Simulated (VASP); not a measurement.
# Si2Mo (I4/mmm) in VASP: notebook

Runs on Si2Mo. Level: PBE. Tasks: relaxation of shape and atoms at fixed volume, single point.

Program: VASP 6.6.1. These are calculated values, not measurements. Logs are shortened: lines on timing, memory, paths and dates and some standing lists are left out, and cuts for length are marked.

### 1 The cell of the first run

The structure is tetragonal, space group I4/mmm (No. 139). Conventional cell: a = 3.184 Å, b = 3.184 Å, c = 7.793 Å, α = 90.00°, β = 90.00°, γ = 90.00°. Si (site symmetry 4mm) has 9 Si at 2.57 to 3.18 Å and 5 Mo at 2.59 to 2.61 Å within 3.4 Å. Within 3.4 Å of Mo (site symmetry 4/mmm) lie 10 Si at 2.59 to 2.61 Å and 4 Mo at 3.18 Å.

### 2 Relaxation of shape and atoms at fixed volume, PBE (volume scaled by 0.97)

INCAR

```
SYSTEM = Si2Mo
PREC = Accurate
ENCUT = 600
EDIFF = 1E-6
ISMEAR = 0
SIGMA = 0.1
LREAL = .False.
LASPH = .True.
NELM = 80
ALGO = Normal
ISIF = 4
LWAVE = .False.
LCHARG = .False.
GGA = PE
IBRION = 2
NSW = 50
EDIFFG = -0.01
```

KPOINTS

```
Automatic mesh
0
Gamma
  18 18 18
  0 0 0
```

POSCAR

```
Si2Mo
1.0
   -1.5921758687      1.5921758687      3.8967445581
    1.5921758687     -1.5921758687      3.8967445581
    1.5921758687      1.5921758687     -3.8967445581
Si Mo
2 1
Direct
    0.3350991393      0.3350991393      0.0000000000
    0.6649008607      0.6649008607      0.0000000000
    0.0000000000      0.0000000000      0.0000000000
```

Potentials or basis: VASP PAW PBE potentials, release 64 (Si, Mo_sv).

The run is started by

```bash
> cat potpaw_PBE.64/Si/POTCAR potpaw_PBE.64/Mo_sv/POTCAR > POTCAR
> mpirun -np 1 vasp_std > vasp.out
```

OUTCAR:

```text
SYSTEM = Si2Mo
   PREC = Accurate
   ENCUT = 600
   EDIFF = 1E-6
   ISMEAR = 0
   LREAL = .False.
   LASPH = .True.
   NELM = 80
   ISIF = 4
   GGA = PE
   IBRION = 2
   NSW = 50
   EDIFFG = -0.01

 ion  position               nearest neighbor table
   1  0.335  0.335  0.000-   2 2.57   3 2.59   3 2.59   3 2.59   3 2.59   3 2.61   2 2.61   2 2.61
                             2 2.61   2 2.61
   2  0.665  0.665  0.000-   1 2.57   3 2.59   3 2.59   3 2.59   3 2.59   3 2.61   1 2.61   1 2.61
                             1 2.61   1 2.61
   3  0.000  0.000  0.000-   2 2.59   2 2.59   2 2.59   1 2.59   2 2.59   1 2.59   1 2.59   1 2.59
                             1 2.61   2 2.61

  LATTYP: Found a body centered tetragonal cell.
 ALAT       =     3.1843517374
 C/A-ratio  =     2.4474334995

  Lattice vectors:

 A1 = (  -1.5921758687,   1.5921758687,   3.8967445581)
 A2 = (   1.5921758687,  -1.5921758687,   3.8967445581)
 A3 = (   1.5921758687,   1.5921758687,  -3.8967445581)

Analysis of symmetry for initial positions (statically):
=====================================================================
 Subroutine PRICEL returns:
 Original cell was already a primitive cell.

 Routine SETGRP: Setting up the symmetry group for a
 body centered tetragonal supercell.

 Subroutine GETGRP returns: Found 16 space group operations
 (whereof 16 operations were pure point group operations)
 out of a pool of 16 trial point group operations.

The static configuration has the point symmetry D_4h.

Analysis of symmetry for dynamics (positions and initial velocities):
=====================================================================
 Subroutine PRICEL returns:
 Original cell was already a primitive cell.

 Routine SETGRP: Setting up the symmetry group for a
 body centered tetragonal supercell.

 Subroutine GETGRP returns: Found 16 space group operations
 (whereof 16 operations were pure point group operations)
 out of a pool of 16 trial point group operations.

The dynamic configuration has the point symmetry D_4h.

 Subroutine INISYM returns: Found 16 space group operations
 (whereof 16 operations are pure point group operations),
 and found     1 'primitive' translations

----------------------------------------------------------------------------------------

                                     Primitive cell

  volume of cell :      39.5134

  direct lattice vectors                    reciprocal lattice vectors
    -1.592175869  1.592175869  3.896744558     0.000000000  0.314035660  0.128312234
     1.592175869 -1.592175869  3.896744558     0.314035660  0.000000000  0.128312234
     1.592175869  1.592175869 -3.896744558     0.314035660  0.314035660  0.000000000

  length of vectors
     4.500518431  4.500518431  4.500518431     0.339238007  0.339238007  0.444113490

  position of ions in fractional coordinates (direct lattice)
     0.335099139  0.335099139  0.000000000
     0.664900861  0.664900861  0.000000000
     0.000000000  0.000000000  0.000000000

  ion indices of the primitive-cell ions
   primitive index   ion index
                 1           1
                 2           2
                 3           3

----------------------------------------------------------------------------------------

 KPOINTS: Automatic mesh

Automatic generation of k-mesh.
 Grid dimensions read from file:
 generate k-points for:   18   18   18

 Generating k-lattice:

  Cartesian coordinates                     Fractional coordinates (reciprocal lattice)
     0.000000000  0.017446426  0.007128457     0.055555556 -0.000000000  0.000000000
     0.017446426  0.000000000  0.007128457    -0.000000000  0.055555556  0.000000000
     0.017446426  0.017446426  0.000000000     0.000000000  0.000000000  0.055555556

  Length of vectors
     0.018846556  0.018846556  0.024672972

  Shift w.r.t. Gamma in fractional coordinates (k-lattice)
     0.000000000  0.000000000  0.000000000

 Subroutine IBZKPT returns following result:
 ===========================================

 Found    480 irreducible k-points:

 Following reciprocal coordinates:
            Coordinates               Weight
  0.000000  0.000000  0.000000      1.000000
  0.055556  0.000000  0.000000      8.000000
  0.111111  0.000000  0.000000      8.000000
  0.166667 -0.000000  0.000000      8.000000
  0.222222  0.000000 -0.000000      8.000000
  0.277778  0.000000  0.000000      8.000000
[... 16 lines left out ...]
 -0.277778  0.055556  0.000000     16.000000
 -0.222222  0.055556  0.000000     16.000000
 [... further k-points ...]
   k-points           NKPTS =    480   k-points in BZ     NKDIM =    480   number of bands    NBANDS=     15
   number of dos      NEDOS =    301   number of ions     NIONS =      3
   total plane-waves  NPLWV =  46656
   dimension x,y,z NGX =    36 NGY =   36 NGZ =   36
   dimension x,y,z NGXF=    72 NGYF=   72 NGZF=   72
   ions per type =               2   1
   NGX,Y,Z   is equivalent  to a cutoff of  13.30, 13.30, 13.30 a.u.
   NGXF,Y,Z  is equivalent  to a cutoff of  26.60, 26.60, 26.60 a.u.
 SYSTEM =  Si2Mo
   PREC   = accura    normal or accurate (medium, high low for compatibility)
   ISTART =      0    job   : 0-new  1-cont  2-samecut
   ICHARG =      2    charge: 1-file 2-atom 10-const
   ISPIN  =      1    spin polarized calculation?
   LNONCOLLINEAR =      F non collinear calculations
   LSORBIT =      F    spin-orbit coupling
   LASPH  =      T    aspherical Exc in radial PAW
   ENCUT  =  600.0 eV  44.10 Ry    6.64 a.u.   8.99  8.99  8.99*2*pi/ulx,y,z
   NELM   =     80;   NELMIN=  2; NELMDL= -5     # of ELM steps
   EDIFF  = 0.1E-05   stopping-criterion for ELM
   LREAL  =      F    real-space projection
   EDIFFG = -.1E-01   stopping-criterion for IOM
   NSW    =     50    number of steps for IOM
   IBRION =      2    ionic relax: 0-MD 1-quasi-New 2-CG
   NFREE  =      1    steps in history (QN), initial steepest desc. (CG)
   ISIF   =      4    stress and relaxation
   ISYM   =      2    0-nonsym 1-usesym 2-fastsym
   POTIM  = 0.5000    time-step for ionic-motion
   TEBEG  =    0.0;   TEEND  =   0.0 temperature during run
   PSTRESS=    0.0 pullay stress
   NELECT =      22.0000    total number of electrons
   NUPDOWN=      -1.0000    fix difference up-down
   EMIN   =  10.00;   EMAX   =-10.00  energy-range for DOS
   EFERMI =   0.00;   METHOD = LEGACY
   ISMEAR =     0;   SIGMA  =   0.10  broadening in eV -4-tet -1-fermi 0-gaus
   EFERMI_NEDOS =   21; number of points for ismear=-14 and -15
   IALGO  =     38    algorithm
   IMIX   =      4    mixing-type and parameters
     AMIX     =   0.40;   BMIX     =  1.00
     AMIX_MAG =   1.60;   BMIX_MAG =  1.00
  volume/ion in A,a.u.               =      13.17        88.88
  Fermi-wavevector in a.u.,A,eV,Ry     =   1.346794  2.545071 24.678970  1.813853
  Thomas-Fermi vector in A             =   2.474597
   LORBIT       =      0    0 simple, 1 ext, 2 COOP (PROOUT), +10 PAW based schemes
   GGA     = PE    functional components
   LHFCALC =     F    Hartree Fock is set to
   AEXX    =    0.0000 exact exchange contribution
   IVDW    =     0    specifies the selected vdW correction
   LEPSILON=     F    determine dielectric tensor
   LRPA    =     F    only Hartree local field effects (RPA)
 conjugate gradient relaxation of ions
 non-spin polarized calculation
 Gauss-broadening in eV      SIGMA  =   0.10
  energy-cutoff  :      600.00
  volume of cell :       39.51
 maximum number of plane-waves:      1342
   NGX = 17   NGY = 17   NGZ = 17

--------------------------------------- Ionic step        1  -------------------------------------------

 number of electron      22.0000000 magnetization

 Free energy of the ion-electron system (eV)
  ---------------------------------------------------
  ext. energy  EPLUGINS =         0.00000000
  ---------------------------------------------------
  free energy    TOTEN  =       -23.23570917 eV

  energy without entropy =      -23.23455346  energy(sigma->0) =      -23.23513131

------------------------ aborting loop because EDIFF is reached ----------------------------------------

  FORCE on cell =-STRESS in cart. coord.  units (eV):
  Direction    XX          YY          ZZ          XY          YZ          ZX
  --------------------------------------------------------------------------------------
  -------------------------------------------------------------------------------------
  Total        1.6345659      1.6345659      1.8458894      0.0000000      0.0000000      0.0000000
  in kB       66.2779425     66.2779425     74.8466290      0.0000000      0.0000000      0.0000000
  external PRESSURE =      69.1341713 kB  Pullay stress =       0.0000000 kB

 VOLUME and BASIS-vectors are now :
 -----------------------------------------------------------------------------
  energy-cutoff  :      600.00
  volume of cell :       39.51
      direct lattice vectors                 reciprocal lattice vectors
    -1.592175869  1.592175869  3.896744558     0.000000000  0.314035660  0.128312234
     1.592175869 -1.592175869  3.896744558     0.314035660  0.000000000  0.128312234
     1.592175869  1.592175869 -3.896744558     0.314035660  0.314035660  0.000000000
[... 75 lines left out ...]
 POSITION                                       TOTAL-FORCE (eV/Angst)
 -----------------------------------------------------------------------------------
      0.00000      0.00000      2.61323         0.000000      0.000000     -0.017229
      0.00000      0.00000      5.19399        -0.000000     -0.000000      0.017229
      0.00000      0.00000      0.00000        -0.000000     -0.000000     -0.000000
 -----------------------------------------------------------------------------------
    total drift:                                0.000000     -0.000000      0.000000

  FREE ENERGIE OF THE ION-ELECTRON SYSTEM (eV)
  ---------------------------------------------------
  free  energy   TOTEN  =       -23.2361258366 eV

  energy  without entropy=      -23.2349750262  energy(sigma->0) =      -23.23555043

--------------------------------------- Ionic step        4  -------------------------------------------

 number of electron      22.0000000 magnetization

 Free energy of the ion-electron system (eV)
  ---------------------------------------------------
  ext. energy  EPLUGINS =         0.00000000
  ---------------------------------------------------
  free energy    TOTEN  =       -23.23615222 eV

  energy without entropy =      -23.23500721  energy(sigma->0) =      -23.23557972

 E-fermi :  12.5360     XC(G=0): -12.5144

 val. band max:       12.4631711000   @ k =  -0.3889  -0.4444   0.3889
 cond. band min:      12.5406098693   @ k =  -0.3333  -0.3333   0.2778
 fundamental gap:      0.0774387693
 Fermi energy:        12.5360082841

 k-point     1 :       0.0000    0.0000    0.0000
  band No.  band energies     occupation
      1     -48.1641      2.00000
      2     -22.3311      2.00000
      3     -22.2414      2.00000
      4     -22.2414      2.00000
      5      -1.0348      2.00000
      6       6.0430      2.00000
      7       9.1313      2.00000
      8       9.4066      2.00000
      9       9.8608      2.00000
     10       9.8608      2.00000
     11      12.9232      0.00000
     12      15.6490      0.00000
     13      15.7858      0.00000
     14      16.1349      0.00000
     15      16.1349      0.00000
[... 397 lines left out ...]
 k-point    24 :      -0.2222    0.0556    0.0000
  band No.  band energies     occupation
      1     -48.1553      2.00000
      2     -22.3551      2.00000
      3     -22.3204      2.00000
      4     -22.2388      2.00000
      5      -0.1551      2.00000
      6       6.1249      2.00000
      7       7.4104      2.00000
      8       9.2569      2.00000
      9       9.8771      2.00000
     10      10.6832      2.00000
     11      11.2177      2.00000
     12      14.4386      0.00000
     13      14.8271      0.00000
     14      16.6744      0.00000
     15      16.9736      0.00000

 [... further k-points ...]
[... 5 lines left out ...]
  --------------------------------------------------------------------------------------
  -------------------------------------------------------------------------------------
  Total        1.6723896      1.6723896      1.6812280      0.0000000      0.0000000      0.0000000
  in kB       67.8116070     67.8116070     68.1699827      0.0000000      0.0000000      0.0000000
  external PRESSURE =      67.9310655 kB  Pullay stress =       0.0000000 kB

 VOLUME and BASIS-vectors are now :
 -----------------------------------------------------------------------------
  energy-cutoff  :      600.00
  volume of cell :       39.51
      direct lattice vectors                 reciprocal lattice vectors
    -1.591148033  1.591148033  3.901780552     0.000000000  0.314238518  0.128146623
     1.591148033 -1.591148033  3.901780552     0.314238518  0.000000000  0.128146623
     1.591148033  1.591148033 -3.901780552     0.314238518  0.314238518  0.000000000

 POSITION                                       TOTAL-FORCE (eV/Angst)
 -----------------------------------------------------------------------------------
      0.00000      0.00000      2.61097         0.000000      0.000000      0.003202
      0.00000      0.00000      5.19259        -0.000000     -0.000000     -0.003202
      1.59115      1.59115      3.90178         0.000000      0.000000     -0.000000
 -----------------------------------------------------------------------------------
    total drift:                                0.000000      0.000000      0.000000

  FREE ENERGIE OF THE ION-ELECTRON SYSTEM (eV)
  ---------------------------------------------------
  free  energy   TOTEN  =       -23.2361522235 eV

  energy  without entropy=      -23.2350072138  energy(sigma->0) =      -23.23557972

 reached required accuracy - stopping structural energy minimisation
```

Wall time 9.7 min (1 thread of AMD EPYC 9R45 (Zen 5), shared host); peak memory 0.46 GiB.

What came out:

| Quantity | Value |
| --- | --- |
| Free energy | -23.2362 eV |
| Energy gained by relaxing | 0.1 meV/atom |
| Ionic steps | 4 |
| Pressure after relaxing | 6.8 GPa |
| Largest force after relaxing | 0.003 eV/Å |
| Band gap on the k mesh | zero (band 11 reaches 13.03 eV, above the bottom of band 12 at 12.05 eV) |

Forces on the atoms (eV/Å):
```
Si   0.000  0.000  0.003
Si   0.000  0.000 -0.003
Mo   0.000  0.000  0.000
```

Step by step:
```tsv
step	energy change (eV)	largest force (eV/Å)	pressure (GPa)	volume (Å³)
1	0.0000	0.0788	6.91	39.51
2	-0.0004	0.0001	6.77	39.51
3	-0.0004	0.0172	6.80	39.51
4	-0.0004	0.0032	6.79	39.51
```

Final structure:
```cif
data_structure
_symmetry_space_group_name_H-M 'P 1'
_symmetry_Int_Tables_number 1
_cell_length_a 4.5042
_cell_length_b 4.5042
_cell_length_c 4.5042
_cell_angle_alpha 138.626
_cell_angle_beta 138.626
_cell_angle_gamma 59.946
_cell_volume 39.51
loop_
_atom_site_label
_atom_site_type_symbol
_atom_site_fract_x
_atom_site_fract_y
_atom_site_fract_z
_atom_site_occupancy
Si1 Si 0.33459 0.33459 0.00000 1
Si2 Si 0.66541 0.66541 0.00000 1
Mo1 Mo 0.00000 0.00000 0.00000 1
```

Levels at points of the mesh, in eV from the Fermi level:
```tsv
k point	band 9	band 10	band 11	band 12	band 13	band 14
(0.00, 0.00, 0.00)	-2.68	-2.68	0.39	3.11	3.25	3.60
(0.50, 0.00, 0.00)	-2.64	-2.62	-0.53	2.33	3.12	4.20
(0.50, 0.50, 0.00)	-4.52	-3.13	-1.19	2.38	2.81	3.18
(0.50, 0.50, 0.50)	-0.59	-0.59	-0.48	-0.48	0.53	4.77
```

Caveat: the cell differs from its parent crystal (volume scaled by 0.97).

(Continued in part 2 of 2.)
